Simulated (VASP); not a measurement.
# CsCaBO3 (P2_13) in VASP: single point with PBEsol

Aim: the single point of CsCaBO3 with PBEsol.

All numbers are computed with VASP 6.6.1; they aren't measurements. Logs are shortened: lines on timing, memory, paths and dates and some standing lists are left out, and cuts for length are marked.

**1. The cell of the first run**

The structure is cubic, space group P2_13 (No. 198). The conventional cell has a = 7.519 Å, b = 7.519 Å, c = 7.519 Å, α = 90.00°, β = 90.00°, γ = 90.00°. Within 4.1 Å of Cs (site symmetry 3) lie 9 O at 3.09 to 3.71 Å and 4 B at 3.46 to 3.87 Å and 4 Ca at 3.69 to 4.07 Å. Within 3.1 Å of Ca (site symmetry 3) lie 6 O at 2.32 to 2.34 Å and 3 B at 2.69 Å. Within 1.9 Å of B (site symmetry 3) lie 3 O at 1.39 Å. O (site symmetry 1) has 1 B at 1.39 Å within 1.9 Å.

**2. Single point, PBEsol**

File INCAR:

```
  PREC = Accurate
  ENCUT = 520
  EDIFF = 1E-6
  ISMEAR = -1
  SIGMA = 0.02
  LREAL = Auto
  LASPH = T
  NELM = 80
  ALGO = Normal
  ISIF = 2
  LWAVE = F
  LCHARG = T
  GGA = PS
  LELF = T
  LVHAR = T
  NBANDS = 98
```

File KPOINTS:

```
Automatic mesh
0
Gamma
  4 4 4
```

File POSCAR:

```
CsCaBO3
1.0
    7.5191739048      0.0000000000      0.0000000000
    0.0000000000      7.5191739048      0.0000000000
    0.0000000000      0.0000000000      7.5191739048
Cs Ca B O
4 4 4 12
Direct
    0.6395891791      0.3604108209      0.8604108209
    0.8604108209      0.6395891791      0.3604108209
    0.1395891791      0.1395891791      0.1395891791
    0.3604108209      0.8604108209      0.6395891791
    0.8561041215      0.8561041215      0.8561041215
    0.6438958785      0.1438958785      0.3561041215
    0.3561041215      0.6438958785      0.1438958785
    0.1438958785      0.3561041215      0.6438958785
    0.0948507573      0.5948507573      0.9051492427
    0.4051492427      0.4051492427      0.4051492427
    0.5948507573      0.9051492427      0.0948507573
    0.9051492427      0.0948507573      0.5948507573
    0.0840234454      0.7329237997      0.0277438119
    0.4159765546      0.2670762003      0.5277438119
    0.5840234454      0.7670762003      0.9722561881
    0.9159765546      0.2329237997      0.4722561881
    0.0277438119      0.0840234454      0.7329237997
    0.5277438119      0.4159765546      0.2670762003
    0.9722561881      0.5840234454      0.7670762003
    0.4722561881      0.9159765546      0.2329237997
    0.7329237997      0.0277438119      0.0840234454
    0.2670762003      0.5277438119      0.4159765546
    0.7670762003      0.9722561881      0.5840234454
    0.2329237997      0.4722561881      0.9159765546
```

Potentials or basis: VASP PAW PBE potentials, release 64 (Cs_sv, Ca_sv, B, O).

The run is started by

```sh
$ cat potpaw_PBE.64/Cs_sv/POTCAR potpaw_PBE.64/Ca_sv/POTCAR potpaw_PBE.64/B/POTCAR potpaw_PBE.64/O/POTCAR > POTCAR
$ mpirun -np 1 vasp_std > vasp.out
```

OUTCAR:

```text
PREC = Accurate
   ENCUT = 520
   EDIFF = 1E-6
   ISMEAR = -1
   LREAL = Auto
   LASPH = T
   NELM = 80
   ISIF = 2
   GGA = PS

 ion  position               nearest neighbor table
   1  0.640  0.360  0.860-
   2  0.860  0.640  0.360-
   3  0.140  0.140  0.140-
   4  0.360  0.860  0.640-
   5  0.856  0.856  0.856-  15 2.32  19 2.32  23 2.32  13 2.34  21 2.34  17 2.34
   6  0.644  0.144  0.356-  16 2.32  18 2.32  21 2.32  20 2.34  14 2.34  23 2.34
   7  0.356  0.644  0.144-  13 2.32  20 2.32  22 2.32  15 2.34  18 2.34  24 2.34
   8  0.144  0.356  0.644-  14 2.32  17 2.32  24 2.32  19 2.34  22 2.34  16 2.34
   9  0.095  0.595  0.905-  13 1.39  19 1.39  24 1.39
  10  0.405  0.405  0.405-  14 1.39  18 1.39  22 1.39
  11  0.595  0.905  0.095-  15 1.39  20 1.39  21 1.39
  12  0.905  0.095  0.595-  16 1.39  17 1.39  23 1.39
  13  0.084  0.733  0.028-   9 1.39   7 2.32   5 2.34
  14  0.416  0.267  0.528-  10 1.39   8 2.32   6 2.34
[... 8 lines left out ...]
  23  0.767  0.972  0.584-  12 1.39   5 2.32   6 2.34
  24  0.233  0.472  0.916-   9 1.39   8 2.32   7 2.34

  LATTYP: Found a simple cubic cell.
 ALAT       =     7.5191739048

  Lattice vectors:

 A1 = (   7.5191739048,   0.0000000000,   0.0000000000)
 A2 = (   0.0000000000,   7.5191739048,   0.0000000000)
 A3 = (   0.0000000000,   0.0000000000,   7.5191739048)

Analysis of symmetry for initial positions (statically):
=====================================================================
 Subroutine PRICEL returns:
 Original cell was already a primitive cell.

 Routine SETGRP: Setting up the symmetry group for a
 simple cubic supercell.

 Subroutine GETGRP returns: Found 12 space group operations
 (whereof  3 operations were pure point group operations)
 out of a pool of 48 trial point group operations.

The static configuration has the point symmetry C_3 .
 The point group associated with its full space group is T   .

Analysis of symmetry for dynamics (positions and initial velocities):
=====================================================================
 Subroutine PRICEL returns:
 Original cell was already a primitive cell.

 Routine SETGRP: Setting up the symmetry group for a
 simple cubic supercell.

 Subroutine GETGRP returns: Found 12 space group operations
 (whereof  3 operations were pure point group operations)
 out of a pool of 48 trial point group operations.

The dynamic configuration has the point symmetry C_3 .
 The point group associated with its full space group is T   .

 Subroutine INISYM returns: Found 12 space group operations
 (whereof  3 operations are pure point group operations),
 and found     1 'primitive' translations

----------------------------------------------------------------------------------------

                                     Primitive cell

  volume of cell :     425.1189

  direct lattice vectors                    reciprocal lattice vectors
     7.519173905  0.000000000  0.000000000     0.132993333  0.000000000  0.000000000
     0.000000000  7.519173905  0.000000000     0.000000000  0.132993333  0.000000000
     0.000000000  0.000000000  7.519173905     0.000000000  0.000000000  0.132993333

  length of vectors
     7.519173905  7.519173905  7.519173905     0.132993333  0.132993333  0.132993333

  position of ions in fractional coordinates (direct lattice)
     0.639589179  0.360410821  0.860410821
     0.860410821  0.639589179  0.360410821
     0.139589179  0.139589179  0.139589179
     0.360410821  0.860410821  0.639589179
     0.856104122  0.856104122  0.856104122
     0.643895878  0.143895878  0.356104122
[... 16 lines left out ...]
     0.767076200  0.972256188  0.584023445
     0.232923800  0.472256188  0.915976555

  ion indices of the primitive-cell ions
   primitive index   ion index
                 1           1
                 2           2
                 3           3
                 4           4
                 5           5
                 6           6
[... 16 lines left out ...]
                23          23
                24          24

----------------------------------------------------------------------------------------

 KPOINTS: Automatic mesh

Automatic generation of k-mesh.
 Grid dimensions read from file:
 generate k-points for:    4    4    4

 Generating k-lattice:

  Cartesian coordinates                     Fractional coordinates (reciprocal lattice)
     0.033248333  0.000000000  0.000000000     0.250000000  0.000000000  0.000000000
     0.000000000  0.033248333  0.000000000     0.000000000  0.250000000  0.000000000
     0.000000000  0.000000000  0.033248333     0.000000000  0.000000000  0.250000000

  Length of vectors
     0.033248333  0.033248333  0.033248333

  Shift w.r.t. Gamma in fractional coordinates (k-lattice)
     0.000000000  0.000000000  0.000000000

 Subroutine IBZKPT returns following result:
 ===========================================

 Found     11 irreducible k-points:

 Following reciprocal coordinates:
            Coordinates               Weight
  0.000000  0.000000  0.000000      1.000000
  0.250000  0.000000  0.000000      6.000000
  0.500000  0.000000  0.000000      3.000000
  0.250000  0.250000  0.000000     12.000000
  0.500000  0.250000  0.000000      6.000000
 -0.250000  0.500000  0.000000      6.000000
  0.500000  0.500000  0.000000      3.000000
  0.250000  0.250000  0.250000      8.000000
  0.500000  0.250000  0.250000     12.000000
  0.500000  0.500000  0.250000      6.000000
  0.500000  0.500000  0.500000      1.000000
   k-points           NKPTS =     11   k-points in BZ     NKDIM =     11   number of bands    NBANDS=     98
   number of dos      NEDOS =    301   number of ions     NIONS =     24
   total plane-waves  NPLWV = 175616
   dimension x,y,z NGX =    56 NGY =   56 NGZ =   56
   dimension x,y,z NGXF=   112 NGYF=  112 NGZF=  112
   ions per type =               4   4   4  12
   NGX,Y,Z   is equivalent  to a cutoff of  12.38, 12.38, 12.38 a.u.
   NGXF,Y,Z  is equivalent  to a cutoff of  24.76, 24.76, 24.76 a.u.
 SYSTEM =  unknown system
   PREC   = accura    normal or accurate (medium, high low for compatibility)
   ISTART =      0    job   : 0-new  1-cont  2-samecut
   ICHARG =      2    charge: 1-file 2-atom 10-const
   ISPIN  =      1    spin polarized calculation?
   LNONCOLLINEAR =      F non collinear calculations
   LSORBIT =      F    spin-orbit coupling
   LASPH  =      T    aspherical Exc in radial PAW
   ENCUT  =  520.0 eV  38.22 Ry    6.18 a.u.  13.98 13.98 13.98*2*pi/ulx,y,z
   NELM   =     80;   NELMIN=  2; NELMDL= -5     # of ELM steps
   EDIFF  = 0.1E-05   stopping-criterion for ELM
   LREAL  =      T    real-space projection
   EDIFFG = 0.1E-04   stopping-criterion for IOM
   NSW    =      0    number of steps for IOM
   IBRION =     -1    ionic relax: 0-MD 1-quasi-New 2-CG
   NFREE  =      0    steps in history (QN), initial steepest desc. (CG)
   ISIF   =      2    stress and relaxation
   ISYM   =      2    0-nonsym 1-usesym 2-fastsym
   POTIM  = 0.5000    time-step for ionic-motion
   TEBEG  =    0.0;   TEEND  =   0.0 temperature during run
   PSTRESS=    0.0 pullay stress
   NELECT =     160.0000    total number of electrons
   NUPDOWN=      -1.0000    fix difference up-down
   EMIN   =  10.00;   EMAX   =-10.00  energy-range for DOS
   EFERMI =   0.00;   METHOD = LEGACY
   ISMEAR =    -1;   SIGMA  =   0.02  broadening in eV -4-tet -1-fermi 0-gaus
   EFERMI_NEDOS =   21; number of points for ismear=-14 and -15
   IALGO  =     38    algorithm
   IMIX   =      4    mixing-type and parameters
     AMIX     =   0.40;   BMIX     =  1.00
     AMIX_MAG =   1.60;   BMIX_MAG =  1.00
  volume/ion in A,a.u.               =      17.71       119.54
  Fermi-wavevector in a.u.,A,eV,Ry     =   1.181983  2.233625 19.008491  1.397085
  Thomas-Fermi vector in A             =   2.318246
   LORBIT       =      0    0 simple, 1 ext, 2 COOP (PROOUT), +10 PAW based schemes
   GGA     = PS    functional components
   LHFCALC =     F    Hartree Fock is set to
   AEXX    =    0.0000 exact exchange contribution
   IVDW    =     0    specifies the selected vdW correction
   LEPSILON=     F    determine dielectric tensor
   LRPA    =     F    only Hartree local field effects (RPA)
 non-spin polarized calculation
  energy-cutoff  :      520.00
  volume of cell :      425.12
 maximum number of plane-waves:     11536
   NGX = 27   NGY = 27   NGZ = 27

 number of electron     159.9999951 magnetization

 Free energy of the ion-electron system (eV)
  ---------------------------------------------------
  ext. energy  EPLUGINS =         0.00000000
  ---------------------------------------------------
  free energy    TOTEN  =      -165.66788034 eV

  energy without entropy =     -165.66788034  energy(sigma->0) =     -165.66788034

 E-fermi :   0.8425     XC(G=0):  -9.0893

 val. band max:        0.4364999706   @ k =   0.0000   0.0000   0.0000
 cond. band min:       4.4725253539   @ k =   0.0000   0.0000   0.0000
 fundamental gap:      4.0360253833
 Fermi energy:         0.8424590705

 k-point     1 :       0.0000    0.0000    0.0000
  band No.  band energies     occupation
      1     -36.5212      2.00000
      2     -36.5165      2.00000
      3     -36.5165      2.00000
      4     -36.5165      2.00000
      5     -19.3462      2.00000
      6     -19.2763      2.00000
[... 84 lines left out ...]
     91       7.0806      0.00000
     92       7.0806      0.00000

 k-point     2 :       0.2500    0.0000    0.0000
  band No.  band energies     occupation
      1     -36.5206      2.00000
      2     -36.5177      2.00000
      3     -36.5163      2.00000
      4     -36.5159      2.00000
      5     -19.3396      2.00000
      6     -19.2965      2.00000
[... 844 lines left out ...]
     91       7.1889      0.00000
     92       7.1889      0.00000

 k-point    11 :       0.5000    0.5000    0.5000
  band No.  band energies     occupation
      1     -36.5176      2.00000
      2     -36.5176      2.00000
      3     -36.5176      2.00000
      4     -36.5176      2.00000
      5     -19.2992      2.00000
      6     -19.2992      2.00000
[... 84 lines left out ...]
     91       6.9021      0.00000
     92       6.9021      0.00000
 [bands above 92 left out]

------------------------ aborting loop because EDIFF is reached ----------------------------------------

  FORCE on cell =-STRESS in cart. coord.  units (eV):
  Direction    XX          YY          ZZ          XY          YZ          ZX
  --------------------------------------------------------------------------------------
  -------------------------------------------------------------------------------------
  Total        1.1977017      1.1977017      1.1977017     -0.0000000      0.0000000      0.0000000
  in kB        4.5138681      4.5138681      4.5138681     -0.0000000      0.0000000      0.0000000
  external PRESSURE =       4.5138681 kB  Pullay stress =       0.0000000 kB

 VOLUME and BASIS-vectors are now :
 -----------------------------------------------------------------------------
  energy-cutoff  :      520.00
  volume of cell :      425.12
      direct lattice vectors                 reciprocal lattice vectors
     7.519173905  0.000000000  0.000000000     0.132993333  0.000000000  0.000000000
     0.000000000  7.519173905  0.000000000     0.000000000  0.132993333  0.000000000
     0.000000000  0.000000000  7.519173905     0.000000000  0.000000000  0.132993333

 POSITION                                       TOTAL-FORCE (eV/Angst)
 -----------------------------------------------------------------------------------
      4.80918      2.70999      6.46958        -0.002820      0.002820      0.002820
      6.46958      4.80918      2.70999         0.002820     -0.002820      0.002820
      1.04960      1.04960      1.04960        -0.002820     -0.002820     -0.002820
      2.70999      6.46958      4.80918         0.002820      0.002820     -0.002820
      6.43720      6.43720      6.43720        -0.003294     -0.003294     -0.003294
      4.84157      1.08198      2.67761         0.003294      0.003294     -0.003294
[... 16 lines left out ...]
      5.76778      7.31056      4.39137        -0.087380     -0.081026     -0.012035
      1.75139      3.55098      6.88739         0.087380     -0.081026      0.012035
 -----------------------------------------------------------------------------------
    total drift:                                0.000000      0.000000      0.000000

  FREE ENERGIE OF THE ION-ELECTRON SYSTEM (eV)
  ---------------------------------------------------
  free  energy   TOTEN  =      -165.6678803415 eV

  energy  without entropy=     -165.6678803415  energy(sigma->0) =     -165.66788034
```

Run time: 21 min. Hardware: 1 thread of Intel Xeon Platinum 8488C (Sapphire Rapids), shared host; peak memory 0.59 GiB.

What came out:

- Free energy: -165.6679 eV
- Pressure: 0.5 GPa
- Largest force: 0.120 eV/Å
- Band gap on the k mesh: 4.04 eV, direct

Forces on the atoms (eV/Å):
```
Cs  -0.003  0.003  0.003
Cs   0.003 -0.003  0.003
Cs  -0.003 -0.003 -0.003
Cs   0.003  0.003 -0.003
Ca  -0.003 -0.003 -0.003
Ca   0.003  0.003 -0.003
Ca  -0.003  0.003  0.003
Ca   0.003 -0.003  0.003
B   -0.006 -0.006  0.006
B    0.006  0.006  0.006
B   -0.006  0.006 -0.006
B    0.006 -0.006 -0.006
O   -0.012  0.087  0.081
O    0.012 -0.087  0.081
O   -0.012 -0.087 -0.081
O    0.012  0.087 -0.081
O    0.081 -0.012  0.087
O    0.081  0.012 -0.087
O   -0.081 -0.012 -0.087
O   -0.081  0.012  0.087
O    0.087  0.081 -0.012
O   -0.087  0.081  0.012
O   -0.087 -0.081 -0.012
O    0.087 -0.081  0.012
```

Levels at points of the mesh, in eV from the valence-band top:
```
           k point  band 78  band 79  band 80  band 81  band 82  band 83
(0.00, 0.00, 0.00)    -0.34    -0.34     0.00     4.04     5.40     5.40
(0.50, 0.00, 0.00)    -0.32    -0.18    -0.18     5.05     5.05     5.49
(0.50, 0.50, 0.00)    -0.35    -0.10    -0.10     5.31     5.31     5.44
(0.50, 0.50, 0.50)    -0.24    -0.24    -0.24     5.50     5.50     5.50
```

Caveat: the PAW data sets were made with another functional, which shifts forces and pressure a little; spin-orbit coupling is left out, which moves the levels of the heavy elements. PBEsol gaps usually lie below the measured ones, often by a third to a half.
